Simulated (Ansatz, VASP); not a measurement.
**One calculation of Zr3Ag, two programs**

```xyz
4
Lattice="4.6117 0.0000 0.0000 0.0000 4.6117 0.0000 0.0000 0.0000 3.9860" Properties=species:S:1:pos:R:3 pbc="T T T"
Zr    2.3058    2.3058    0.0000
Zr    0.0000    2.3058    1.9930
Zr    2.3058    0.0000    1.9930
Ag    0.0000    0.0000    0.0000
```

Change from the starting cell: equal xx and yy strain of +1 %.

Alike in both runs: task single point; functional LDA; k mesh 7 × 7 × 8; occupations fermi-dirac, width 0.05 eV; no spin polarisation.

|  | VASP | Ansatz |
| --- | --- | --- |
| version | VASP 6.6.1 | Ansatz 0.2.0 |
| potentials or method | VASP PAW LDA potentials, release 64 (Zr_sv, Ag), cutoff 520 eV | all-electron LAPW, scalar-relativistic |

Ansatz gave:

* pressure (GPa): -6.8
* traceless stress, the component that is largest in VASP (GPa): 1.43

Which values does VASP return?

Pressure (GPa): -6.6; traceless stress, the component that is largest in VASP (GPa): 1.40.

LDA's correlation is that of Perdew and Zunger in VASP and of Perdew and Wang (1992) in Ansatz. Ansatz ran all-electron here, and VASP with PAW potentials.
